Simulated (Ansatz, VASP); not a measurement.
# One calculation of Hg2Pb, two programs

```
Hg Pb
1.0
     6.69583    0.00000    0.00000
     0.00000    6.69583    0.00000
     0.00000    0.00000    6.69583
Hg Pb
4 2
Direct
  0.25000 0.25000 0.25000
  0.25000 0.75000 0.75000
  0.75000 0.75000 0.25000
  0.75000 0.25000 0.75000
  0.00000 0.00000 0.00000
  0.50000 0.50000 0.50000
```

Alike in both runs: functional PBE; k mesh 6 × 6 × 6; occupations gaussian, width 0.1 eV; no spin polarisation.

Ansatz relaxed the structure, and its values are those at the end. VASP's run is a single point on that final structure, the one shown.

```csv
,VASP,Ansatz
version,VASP 6.6.1,Ansatz 0.2.0
potentials or method,"VASP PAW PBE potentials, release 64 (Hg, Pb_d), cutoff 520 eV","scalar-relativistic, plane waves, PAW"
valence electrons in the cell,76,108
```

```csv
,VASP,Ansatz,Ansatz less VASP
gap on the k mesh at the Fermi level (eV),none,none,-
pressure (GPa),0.0,0.0,-0.02
```

A gap of «none» marks a metal or a gap that the smearing closes. With one functional, cell and mesh, what is left measures potentials, basis and numerics. VASP's potentials hold 76 valence electrons a cell and Ansatz's 108, so a difference there can come from the potentials and not from the codes.

Spin-orbit coupling is off throughout.
